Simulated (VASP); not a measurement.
# Ta2Sn (Pn-3m) in VASP: single point with PBE

Aim: the single point of Ta2Sn with PBE.

Everything below comes from runs of VASP 6.6.1. Logs are shortened: lines on timing, memory, paths and dates and some standing lists are left out, and cuts for length are marked.

### 1 The cell of the first run

Symmetry: Pn-3m, No. 224, cubic system. Conventional cell: a = 5.100 Å, b = 5.100 Å, c = 5.100 Å, α = 90.00°, β = 90.00°, γ = 90.00°. Within 2.9 Å of Ta (site symmetry -3m) lie 2 Sn at 2.21 Å. Sn (site symmetry -43m) has 4 Ta at 2.21 Å within 2.9 Å.

### 2 Single point, PBE

File INCAR:

```
SYSTEM = Ta2Sn
PREC = Accurate
ENCUT = 520
EDIFF = 1E-6
ISMEAR = 0
SIGMA = 0.1
LREAL = .FALSE.
LASPH = .TRUE.
NELM = 100
ALGO = Normal
ISIF = 2
LWAVE = .FALSE.
LCHARG = .FALSE.
GGA = PE
NBANDS = 45
```

File KPOINTS:

```
Automatic mesh
0
G
  4 4 4
  0 0 0
```

File POSCAR:

```
Ta2Sn
1.0
    5.1004482400      0.0000000000      0.0000000000
    0.0000000000      5.1004482400      0.0000000000
    0.0000000000      0.0000000000      5.1004482400
Ta Sn
4 2
Direct
    0.2500000000      0.2500000000      0.7500000000
    0.7500000000      0.2500000000      0.2500000000
    0.2500000000      0.7500000000      0.2500000000
    0.7500000000      0.7500000000      0.7500000000
    0.0000000000      0.0000000000      0.0000000000
    0.5000000000      0.5000000000      0.5000000000
```

Potentials or basis: VASP PAW PBE potentials, release 64 (Ta_pv, Sn_d).

On the command line:

```
$ cat potpaw_PBE.64/Ta_pv/POTCAR potpaw_PBE.64/Sn_d/POTCAR > POTCAR
$ mpirun -np 1 vasp_std > vasp.out
```

OUTCAR:

```text
SYSTEM = Ta2Sn
   PREC = Accurate
   ENCUT = 520
   EDIFF = 1E-6
   ISMEAR = 0
   LREAL = .FALSE.
   LASPH = .TRUE.
   NELM = 100
   ISIF = 2
   GGA = PE

 ion  position               nearest neighbor table
   1  0.250  0.250  0.750-   5 2.21   6 2.21   4 3.61   2 3.61   3 3.61   2 3.61   3 3.61   3 3.61
                             4 3.61   3 3.61   2 3.61   4 3.61   2 3.61   4 3.61
   2  0.750  0.250  0.250-   5 2.21   6 2.21   4 3.61   1 3.61   3 3.61   1 3.61   4 3.61   3 3.61
                             4 3.61   4 3.61   1 3.61   3 3.61   1 3.61   3 3.61
   3  0.250  0.750  0.250-   5 2.21   6 2.21   4 3.61   1 3.61   2 3.61   1 3.61   4 3.61   1 3.61
                             2 3.61   1 3.61   2 3.61   4 3.61   4 3.61   2 3.61
   4  0.750  0.750  0.750-   5 2.21   6 2.21   3 3.61   1 3.61   2 3.61   2 3.61   3 3.61   1 3.61
                             2 3.61   2 3.61   1 3.61   3 3.61   3 3.61   1 3.61
   5  0.000  0.000  0.000-   1 2.21   2 2.21   3 2.21   4 2.21
   6  0.500  0.500  0.500-   1 2.21   2 2.21   3 2.21   4 2.21

  LATTYP: Found a simple cubic cell.
 ALAT       =     5.1004482400

  Lattice vectors:

 A1 = (   5.1004482400,   0.0000000000,   0.0000000000)
 A2 = (   0.0000000000,   5.1004482400,   0.0000000000)
 A3 = (   0.0000000000,   0.0000000000,   5.1004482400)

Analysis of symmetry for initial positions (statically):
=====================================================================
 Subroutine PRICEL returns:
 Original cell was already a primitive cell.

 Routine SETGRP: Setting up the symmetry group for a
 simple cubic supercell.

 Subroutine GETGRP returns: Found 48 space group operations
 (whereof 24 operations were pure point group operations)
 out of a pool of 48 trial point group operations.

The static configuration has the point symmetry T_d .
 The point group associated with its full space group is O_h .

Analysis of symmetry for dynamics (positions and initial velocities):
=====================================================================
 Subroutine PRICEL returns:
 Original cell was already a primitive cell.

 Routine SETGRP: Setting up the symmetry group for a
 simple cubic supercell.

 Subroutine GETGRP returns: Found 48 space group operations
 (whereof 24 operations were pure point group operations)
 out of a pool of 48 trial point group operations.

The dynamic configuration has the point symmetry T_d .
 The point group associated with its full space group is O_h .

 Subroutine INISYM returns: Found 48 space group operations
 (whereof 24 operations are pure point group operations),
 and found     1 'primitive' translations

----------------------------------------------------------------------------------------

                                     Primitive cell

  volume of cell :     132.6860

  direct lattice vectors                    reciprocal lattice vectors
     5.100448240  0.000000000  0.000000000     0.196061200  0.000000000  0.000000000
     0.000000000  5.100448240  0.000000000     0.000000000  0.196061200  0.000000000
     0.000000000  0.000000000  5.100448240     0.000000000  0.000000000  0.196061200

  length of vectors
     5.100448240  5.100448240  5.100448240     0.196061200  0.196061200  0.196061200

  position of ions in fractional coordinates (direct lattice)
     0.250000000  0.250000000  0.750000000
     0.750000000  0.250000000  0.250000000
     0.250000000  0.750000000  0.250000000
     0.750000000  0.750000000  0.750000000
     0.000000000  0.000000000  0.000000000
     0.500000000  0.500000000  0.500000000

  ion indices of the primitive-cell ions
   primitive index   ion index
                 1           1
                 2           2
                 3           3
                 4           4
                 5           5
                 6           6

----------------------------------------------------------------------------------------

 KPOINTS: Automatic mesh

Automatic generation of k-mesh.
 Grid dimensions read from file:
 generate k-points for:    4    4    4

 Generating k-lattice:

  Cartesian coordinates                     Fractional coordinates (reciprocal lattice)
     0.049015300  0.000000000  0.000000000     0.250000000  0.000000000  0.000000000
     0.000000000  0.049015300  0.000000000     0.000000000  0.250000000  0.000000000
     0.000000000  0.000000000  0.049015300     0.000000000  0.000000000  0.250000000

  Length of vectors
     0.049015300  0.049015300  0.049015300

  Shift w.r.t. Gamma in fractional coordinates (k-lattice)
     0.000000000  0.000000000  0.000000000

 Subroutine IBZKPT returns following result:
 ===========================================

 Found     10 irreducible k-points:

 Following reciprocal coordinates:
            Coordinates               Weight
  0.000000  0.000000  0.000000      1.000000
  0.250000  0.000000  0.000000      6.000000
  0.500000  0.000000  0.000000      3.000000
  0.250000  0.250000  0.000000     12.000000
  0.500000  0.250000  0.000000     12.000000
  0.500000  0.500000  0.000000      3.000000
  0.250000  0.250000  0.250000      8.000000
  0.500000  0.250000  0.250000     12.000000
  0.500000  0.500000  0.250000      6.000000
  0.500000  0.500000  0.500000      1.000000
   k-points           NKPTS =     10   k-points in BZ     NKDIM =     10   number of bands    NBANDS=     45
   number of dos      NEDOS =    301   number of ions     NIONS =      6
   total plane-waves  NPLWV =  64000
   dimension x,y,z NGX =    40 NGY =   40 NGZ =   40
   dimension x,y,z NGXF=    80 NGYF=   80 NGZF=   80
   ions per type =               4   2
   NGX,Y,Z   is equivalent  to a cutoff of  13.04, 13.04, 13.04 a.u.
   NGXF,Y,Z  is equivalent  to a cutoff of  26.08, 26.08, 26.08 a.u.
 SYSTEM =  Ta2Sn
   PREC   = accura    normal or accurate (medium, high low for compatibility)
   ISTART =      0    job   : 0-new  1-cont  2-samecut
   ICHARG =      2    charge: 1-file 2-atom 10-const
   ISPIN  =      1    spin polarized calculation?
   LNONCOLLINEAR =      F non collinear calculations
   LSORBIT =      F    spin-orbit coupling
   LASPH  =      T    aspherical Exc in radial PAW
   ENCUT  =  520.0 eV  38.22 Ry    6.18 a.u.   9.48  9.48  9.48*2*pi/ulx,y,z
   NELM   =    100;   NELMIN=  2; NELMDL= -5     # of ELM steps
   EDIFF  = 0.1E-05   stopping-criterion for ELM
   LREAL  =      F    real-space projection
   EDIFFG = 0.1E-04   stopping-criterion for IOM
   NSW    =      0    number of steps for IOM
   IBRION =     -1    ionic relax: 0-MD 1-quasi-New 2-CG
   NFREE  =      0    steps in history (QN), initial steepest desc. (CG)
   ISIF   =      2    stress and relaxation
   ISYM   =      2    0-nonsym 1-usesym 2-fastsym
   POTIM  = 0.5000    time-step for ionic-motion
   TEBEG  =    0.0;   TEEND  =   0.0 temperature during run
   PSTRESS=    0.0 pullay stress
   NELECT =      72.0000    total number of electrons
   NUPDOWN=      -1.0000    fix difference up-down
   EMIN   =  10.00;   EMAX   =-10.00  energy-range for DOS
   EFERMI =   0.00;   METHOD = LEGACY
   ISMEAR =     0;   SIGMA  =   0.10  broadening in eV -4-tet -1-fermi 0-gaus
   EFERMI_NEDOS =   21; number of points for ismear=-14 and -15
   IALGO  =     38    algorithm
   IMIX   =      4    mixing-type and parameters
     AMIX     =   0.40;   BMIX     =  1.00
     AMIX_MAG =   1.60;   BMIX_MAG =  1.00
  volume/ion in A,a.u.               =      22.11       149.23
  Fermi-wavevector in a.u.,A,eV,Ry     =   1.335295  2.523342 24.259372  1.783014
  Thomas-Fermi vector in A             =   2.464011
   LORBIT       =      0    0 simple, 1 ext, 2 COOP (PROOUT), +10 PAW based schemes
   GGA     = PE    functional components
   LHFCALC =     F    Hartree Fock is set to
   AEXX    =    0.0000 exact exchange contribution
   IVDW    =     0    specifies the selected vdW correction
   LEPSILON=     F    determine dielectric tensor
   LRPA    =     F    only Hartree local field effects (RPA)
 non-spin polarized calculation
 Gauss-broadening in eV      SIGMA  =   0.10
  energy-cutoff  :      520.00
  volume of cell :      132.69
 maximum number of plane-waves:      3585
 NGX is ok and might be reduce to    40
   NGX = 19   NGY = 19   NGZ = 19

 number of electron      72.0000031 magnetization

 Free energy of the ion-electron system (eV)
  ---------------------------------------------------
  ext. energy  EPLUGINS =         0.00000000
  ---------------------------------------------------
  free energy    TOTEN  =       -26.03317269 eV

  energy without entropy =      -25.97932666  energy(sigma->0) =      -26.00624968

 E-fermi :   6.2437     XC(G=0): -11.2316

 val. band max:        6.2386008423   @ k =   0.2500   0.0000   0.0000
 cond. band min:       6.2582990066   @ k =   0.5000   0.5000   0.0000
 fundamental gap:      0.0196981643
 Fermi energy:         6.2437255612

 k-point     1 :       0.0000    0.0000    0.0000
  band No.  band energies     occupation
      1     -29.4851      2.00000
      2     -29.4003      2.00000
      3     -29.4003      2.00000
      4     -29.4003      2.00000
      5     -28.6657      2.00000
      6     -28.6657      2.00000
[... 37 lines left out ...]
     44       7.8933      0.00000
     45       7.8933      0.00000

 k-point     2 :       0.2500    0.0000    0.0000
  band No.  band energies     occupation
      1     -29.4729      2.00000
      2     -29.4130      2.00000
      3     -29.4003      2.00000
      4     -29.4003      2.00000
      5     -28.6509      2.00000
      6     -28.6482      2.00000
[... 37 lines left out ...]
     44       8.1178      0.00000
     45       8.6346      0.00000

 k-point     3 :       0.5000    0.0000    0.0000
  band No.  band energies     occupation
      1     -29.4432      2.00000
      2     -29.4432      2.00000
      3     -29.4003      2.00000
      4     -29.4003      2.00000
      5     -28.6151      2.00000
      6     -28.6151      2.00000
[... 325 lines left out ...]
     44       8.3109      0.00000
     45       8.4513      0.00000

 k-point    10 :       0.5000    0.5000    0.5000
  band No.  band energies     occupation
      1     -29.4925      2.00000
      2     -29.3988      2.00000
      3     -29.3988      2.00000
      4     -29.3988      2.00000
      5     -28.6464      2.00000
      6     -28.6464      2.00000
[... 37 lines left out ...]
     44       7.8598      0.00000
     45       8.8974      0.00000

------------------------ aborting loop because EDIFF is reached ----------------------------------------

  FORCE on cell =-STRESS in cart. coord.  units (eV):
  Direction    XX          YY          ZZ          XY          YZ          ZX
  --------------------------------------------------------------------------------------
  -------------------------------------------------------------------------------------
  Total       50.4591590     50.4591590     50.4591590      0.0000000     -0.0000000      0.0000000
  in kB      609.2921124    609.2921124    609.2921124      0.0000000     -0.0000000      0.0000000
  external PRESSURE =     609.2921124 kB  Pullay stress =       0.0000000 kB

 VOLUME and BASIS-vectors are now :
 -----------------------------------------------------------------------------
  energy-cutoff  :      520.00
  volume of cell :      132.69
      direct lattice vectors                 reciprocal lattice vectors
     5.100448240  0.000000000  0.000000000     0.196061200  0.000000000  0.000000000
     0.000000000  5.100448240  0.000000000     0.000000000  0.196061200  0.000000000
     0.000000000  0.000000000  5.100448240     0.000000000  0.000000000  0.196061200

 POSITION                                       TOTAL-FORCE (eV/Angst)
 -----------------------------------------------------------------------------------
      1.27511      1.27511      3.82534         0.000000     -0.000000      0.000000
      3.82534      1.27511      1.27511         0.000000      0.000000     -0.000000
      1.27511      3.82534      1.27511        -0.000000     -0.000000     -0.000000
      3.82534      3.82534      3.82534         0.000000     -0.000000      0.000000
      0.00000      0.00000      0.00000         0.000000      0.000000     -0.000000
      2.55022      2.55022      2.55022        -0.000000      0.000000      0.000000
 -----------------------------------------------------------------------------------
    total drift:                                0.000000      0.000000     -0.000000

  FREE ENERGIE OF THE ION-ELECTRON SYSTEM (eV)
  ---------------------------------------------------
  free  energy   TOTEN  =       -26.0331726859 eV

  energy  without entropy=      -25.9793266643  energy(sigma->0) =      -26.00624968
```

It took 63 s on 1 thread of Intel Xeon 6975P-C, shared host; peak memory 0.26 GiB.

What came out:

| Item | Value |
| --- | --- |
| Free energy | -26.0332 eV |
| Pressure | 60.9 GPa |
| Band gap on the k mesh | zero (band 36 reaches 7.38 eV, above the bottom of band 37 at 6.14 eV) |

Caveat: spin-orbit coupling is left out, which moves the levels of the heavy elements.
